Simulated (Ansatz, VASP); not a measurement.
## MoS2: VASP beside Ansatz

```
Mo S
1.0
     3.21230    0.00000    0.00000
    -1.60615    2.78193    0.00000
     0.00000    0.00000   13.18440
Mo S
2 4
Direct
  0.66667 0.33333 0.25014
  0.33333 0.66667 0.74986
  0.33333 0.66667 0.37960
  0.66667 0.33333 0.87931
  0.33333 0.66667 0.12069
  0.66667 0.33333 0.62040
```

Alike in both runs: task single point; functional PBE; dispersion D3(BJ); k mesh 12 × 12 × 4; occupations gaussian, width 0.05 eV; no spin polarisation.

|  | VASP | Ansatz |
| --- | --- | --- |
| version | VASP 6.6.1 | Ansatz 0.2.0 |
| potentials or method | VASP PAW PBE potentials, release 64 (Mo_sv, S), cutoff 520 eV | scalar-relativistic, plane waves, PAW |
| valence electrons in the cell | 52 | 52 |

Ansatz gave:

| Property | Result |
| --- | --- |
| gap on the k mesh at the Fermi level (eV) | 1.04 |
| least direct gap on the mesh (eV) | 1.70 |
| pressure (GPa) | -15.3 |
| traceless stress, the component that is largest in VASP (GPa) | -8.28 |
| rms of the force components (eV/Å) | 1.105 |

**Question.** Which values does VASP return?

**Answer.** gap on the k mesh at the Fermi level (eV): 1.04; least direct gap on the mesh (eV): 1.70; pressure (GPa): -15.4; traceless stress, the component that is largest in VASP (GPa): -8.31; rms of the force components (eV/Å): 1.108.

Atom by atom the forces differ by 0.003 eV/Å (rms over components).
